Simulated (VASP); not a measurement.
Crystal: RbCl.

```
CELL_PARAMETERS angstrom
0.00000 3.30871 3.30871
3.30871 0.00000 3.30871
3.30871 3.30871 0.00000
ATOMIC_POSITIONS crystal
Rb 0.00000 0.00000 0.00000
Cl 0.50000 0.50000 0.50000
```

```yaml
Program: VASP 6.6.1
Task: relaxation of cell and atoms
Functional: PBE
Potentials_or_basis: VASP PAW PBE potentials, release 64 (Rb_sv, Cl)
Cutoff: 500 eV
k_mesh: 6 × 6 × 6
Occupations: gaussian, width 0.02 eV
Spin: no spin polarisation
```

At the start: pressure 0.6 GPa; volume 36.22 Å³/atom.

How do energy, volume and symmetry change on relaxing?

Over 3 steps the energy falls by 2.3 meV/atom and the volume is 37.59 Å³/atom (+3.8 %); space group Fm-3m (No. 225, to 0.05 Å).

The path:
| step | energy change (eV) | largest force (eV/Å) | pressure (GPa) | volume (Å³) |
| --- | --- | --- | --- | --- |
| 1 | 0.0000 | 0.0000 | 0.57 | 72.44 |
| 2 | -0.0035 | 0.0000 | 0.26 | 73.80 |
| 3 | -0.0045 | 0.0000 | -0.02 | 75.19 |

Final structure:
```
CELL_PARAMETERS angstrom
0.00000 3.34993 3.34993
3.34993 0.00000 3.34993
3.34993 3.34993 0.00000
ATOMIC_POSITIONS crystal
Rb 0.00000 0.00000 0.00000
Cl 0.50000 0.50000 0.50000
```
